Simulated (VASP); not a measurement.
# BeS in VASP: notebook, part 2 of 2

VASP 6.6.1. Earlier steps stand in the parts before.

## 6. Single point, r2SCAN (epitaxial 111 strain -3.1%)

POSCAR reads:

```
BeS
1.0
    0.0580901483      2.3033194024      2.3033194024
    2.3033194024      0.0580901483      2.3033194024
    2.3033194024      2.3033194024      0.0580901483
Be S
1 1
Direct
    0.0000000000      0.0000000000      0.0000000000
    0.5000000000      0.5000000000      0.5000000000
```

INCAR.step1 reads:

```
SYSTEM = BeS
PREC = Accurate
ENCUT = 520
ISMEAR = 0
SIGMA = 0.01
LREAL = .False.
LASPH = .True.
NELM = 60
NBANDS = 11
GGA = PE
ALGO = Normal
EDIFF = 1E-4
LWAVE = .True.
LCHARG = .False.
```

INCAR.step2 reads:

```
SYSTEM = BeS
PREC = Accurate
ENCUT = 520
EDIFF = 1E-7
ISMEAR = 0
SIGMA = 0.01
LREAL = .False.
LASPH = .True.
NELM = 60
ALGO = Normal
ISIF = 2
LWAVE = .False.
LCHARG = .False.
METAGGA = R2SCAN
LMIXTAU = .True.
NBANDS = 11
ISTART = 1
```

KPOINTS reads:

```
Automatic mesh
0
Gamma
  10 10 10
  0 0 0
```

Potentials or basis: VASP PAW PBE potentials, release 64 (Be, S).

Run with:

```
$ cat potpaw_PBE.64/Be/POTCAR potpaw_PBE.64/S/POTCAR > POTCAR
$ cp INCAR.step1 INCAR
$ mpirun -np 1 vasp_std > vasp.out
$ cp INCAR.step2 INCAR
$ mpirun -np 1 vasp_std > vasp.out
```

OUTCAR:

```text
SYSTEM = BeS
   PREC = Accurate
   ENCUT = 520
   EDIFF = 1E-7
   ISMEAR = 0
   LREAL = .False.
   LASPH = .True.
   NELM = 60
   ISIF = 2
   METAGGA = R2SCAN
   ISTART = 1

 ion  position               nearest neighbor table
   1  0.000  0.000  0.000-   2 2.27   2 2.27   2 2.27   2 2.27   2 2.27   2 2.27
   2  0.500  0.500  0.500-   1 2.27   1 2.27   1 2.27   1 2.27   1 2.27   1 2.27

  LATTYP: Found a trigonal (rhomboedric) cell.
 ALAT       =     3.2579034676
 COS(alpha) =     0.5250532059

  Lattice vectors:

 A1 = (   0.0580901483,   2.3033194024,   2.3033194024)
 A2 = (   2.3033194024,   0.0580901483,   2.3033194024)
 A3 = (   2.3033194024,   2.3033194024,   0.0580901483)

Analysis of symmetry for initial positions (statically):
=====================================================================
 Subroutine PRICEL returns:
 Original cell was already a primitive cell.

 Routine SETGRP: Setting up the symmetry group for a
 trigonal (rhombohedral) supercell.

 Subroutine GETGRP returns: Found 12 space group operations
 (whereof 12 operations were pure point group operations)
 out of a pool of 12 trial point group operations.

The static configuration has the point symmetry D_3d.

[... 172 lines left out ...]
      4       7.0987      2.00000
      5      13.9272      0.00000
      6      16.0572      0.00000
      7      16.7454      0.00000
      8      16.7454      0.00000
      9      18.0921      0.00000
     10      18.0921      0.00000
     11      18.2287      0.00000
[... 309 lines left out ...]
 k-point    24 :       0.4000    0.3000   -0.0000
  band No.  band energies     occupation
      1      -6.5499      2.00000
      2       1.5854      2.00000
      3       3.9961      2.00000
      4       4.0317      2.00000
      5       9.5097      0.00000
      6      13.0756      0.00000
      7      17.9787      0.00000
      8      18.7679      0.00000
      9      20.7064      0.00000
     10      23.8389      0.00000
     11      25.3802      0.00000

 [... further k-points ...]

------------------------ aborting loop because EDIFF is reached ----------------------------------------

  FORCE on cell =-STRESS in cart. coord.  units (eV):
  Direction    XX          YY          ZZ          XY          YZ          ZX
  --------------------------------------------------------------------------------------
  -------------------------------------------------------------------------------------
  Total        1.0231080      1.0231080      1.0231080     -0.5173049     -0.5173049     -0.5173049
  in kB       69.7082658     69.7082658     69.7082658    -35.2459633    -35.2459633    -35.2459633
  external PRESSURE =      69.7082658 kB  Pullay stress =       0.0000000 kB

 VOLUME and BASIS-vectors are now :
 -----------------------------------------------------------------------------
  energy-cutoff  :      520.00
  volume of cell :       23.52
      direct lattice vectors                 reciprocal lattice vectors
     0.058090148  2.303319402  2.303319402    -0.225467635  0.219921181  0.219921181
     2.303319402  0.058090148  2.303319402     0.219921181 -0.225467635  0.219921181
     2.303319402  2.303319402  0.058090148     0.219921181  0.219921181 -0.225467635

 POSITION                                       TOTAL-FORCE (eV/Angst)
 -----------------------------------------------------------------------------------
      0.00000      0.00000      0.00000         0.000000      0.000000     -0.000000
      2.33236      2.33236      2.33236         0.000000     -0.000000      0.000000
 -----------------------------------------------------------------------------------
    total drift:                               -0.000000     -0.000000      0.000000

  FREE ENERGIE OF THE ION-ELECTRON SYSTEM (eV)
  ---------------------------------------------------
  free  energy   TOTEN  =       -13.5048643401 eV

  energy  without entropy=      -13.5048643401  energy(sigma->0) =      -13.50486434
```

OUTCAR.step1:

```text
SYSTEM = BeS
   PREC = Accurate
   ENCUT = 520
   ISMEAR = 0
   LREAL = .False.
   LASPH = .True.
[... 558 lines left out ...]
      0.00000      0.00000      0.00000         0.000000      0.000000     -0.000000
      2.33236      2.33236      2.33236        -0.000000     -0.000000      0.000000
 -----------------------------------------------------------------------------------
    total drift:                               -0.000000     -0.000000      0.000000

  FREE ENERGIE OF THE ION-ELECTRON SYSTEM (eV)
  ---------------------------------------------------
  free  energy   TOTEN  =        -8.8521822647 eV

  energy  without entropy=       -8.8521822647  energy(sigma->0) =       -8.85218226
```

OSZICAR.step1:

```text
N       E                     dE             d eps       ncg     rms          rms(c)
DAV:   1     0.194025488087E+02    0.19403E+02   -0.40412E+03  2552   0.640E+02
DAV:   2    -0.786818503709E+01   -0.27271E+02   -0.25944E+02  3379   0.115E+02
DAV:   3    -0.891408552299E+01   -0.10459E+01   -0.10433E+01  3263   0.217E+01
DAV:   4    -0.891894583499E+01   -0.48603E-02   -0.48592E-02  3235   0.176E+00
DAV:   5    -0.891897363144E+01   -0.27796E-04   -0.27796E-04  3272   0.119E-01    0.702E+00
DAV:   6    -0.885362551357E+01    0.65348E-01   -0.14689E-01  2922   0.162E+00    0.467E+00
DAV:   7    -0.885228275372E+01    0.13428E-02   -0.62700E-02  3108   0.122E+00    0.147E+00
DAV:   8    -0.885218675157E+01    0.96002E-04   -0.64404E-03  2945   0.385E-01    0.200E-01
DAV:   9    -0.885218226472E+01    0.44868E-05   -0.15654E-04  2737   0.845E-02
   1 F= -.88521823E+01 E0= -.88521823E+01  d E =-.504525E-15
```

Run time: 1.7 min. Hardware: 1 thread of Intel Xeon 8259CL, shared host; peak memory 0.16 GiB.

Results:

```yaml
Free_energy: -13.5049 eV
Pressure: 7.0 GPa
Band_gap_on_the_k_mesh: 1.19 eV (least direct gap 4.52 eV)
```

Levels at points of the mesh, in eV from the valence-band top:
```csv
k point,band 2,band 3,band 4,band 5,band 6,band 7
"(0.00, 0.00, 0.00)",-0.89,-0.23,-0.23,6.60,8.73,9.42
"(0.50, 0.00, 0.00)",-8.00,-0.97,-0.70,3.82,4.30,4.73
"(0.50, 0.50, 0.00)",-7.60,-3.91,-3.40,1.19,4.45,13.26
"(0.50, 0.50, 0.50)",-8.21,-0.46,-0.46,4.56,4.56,5.25
```

Caveat: the cell differs from its parent crystal (epitaxial 111 strain -3.1%); the cell stands under pressure; the PAW data sets were made with another functional, which shifts forces and pressure a little. A k mesh can miss the band edges.

## 7. Overview

```csv
level,cell,smearing,gap on the mesh (eV),pressure (GPa)
PBE,"a = 3.277, b = 3.374, c = 3.374 Å, angles 58.1, 60.9, 60.9°, 2 atoms",fermi-dirac 0.02 eV,0.69,-5.3
PBE,"a = 3.258 Å, angles 58.3°, 2 atoms",fermi-dirac 0.02 eV,0.84,6.3
PBE,"a = 3.393 Å, angles 57.8°, 2 atoms",fermi-dirac 0.02 eV,0.74,-5.2
r2SCAN,"a = 3.277, b = 3.374, c = 3.374 Å, angles 58.1, 60.9, 60.9°, 2 atoms",gaussian 0.01 eV,1.01,-5.2
r2SCAN,"a = 3.258 Å, angles 58.3°, 2 atoms",gaussian 0.01 eV,1.19,7.0
```

Alike in all rows: task single point; potentials or basis VASP PAW PBE potentials, release 64 (Be, S); no spin polarisation; k mesh 10 × 10 × 10; cutoff (eV) 520.

Caveats: the cell stands under tension (at least some runs); the cell stands under pressure (at least some runs); the PAW data sets were made with another functional, which shifts forces and pressure a little (at least some runs).

Absolute energies hang on the potentials; compare differences alone.
